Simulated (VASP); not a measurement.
A run of VASP 6.6.1 is set up as follows.

Contents of INCAR:

```
ALGO = Normal
EDIFF = 1E-6
ENCUT = 600
GGA = PE
GGA_COMPAT = False
ISIF = 2
ISMEAR = 0
IVDW = 12
LASPH = True
LCHARG = True
LELF = True
LREAL = False
LVHAR = True
LWAVE = False
NBANDS = 15
NELM = 120
PREC = Accurate
SIGMA = 0.01
```

KPOINTS

```
k-points
0
Gamma
  5 5 5
```

File POSCAR:

```
SrO
1.0
    0.0000000000      2.5663000000      2.5663000000
    2.5663000000      0.0000000000      2.5663000000
    2.5663000000      2.5663000000      0.0000000000
Sr O
1 1
Direct
    0.5000000000      0.5000000000      0.5000000000
    0.0000000000      0.0000000000      0.0000000000
```

Potentials or basis: VASP PAW PBE potentials, release 64 (Sr_sv, O).

Command:

```bash
$ cat potpaw_PBE.64/Sr_sv/POTCAR potpaw_PBE.64/O/POTCAR > POTCAR
$ mpirun -np 1 vasp_std > vasp.out
```

**Question.** Estimate the dispersion energy per atom.

**Answer.** -0.247 eV.

**Question.** Estimate the band gap on the k mesh.

**Answer.** 3.45 eV, indirect (least direct gap 3.56 eV).

Caveat: the k points lie up to 0.42 Å⁻¹ apart. A k mesh can miss the band edges.
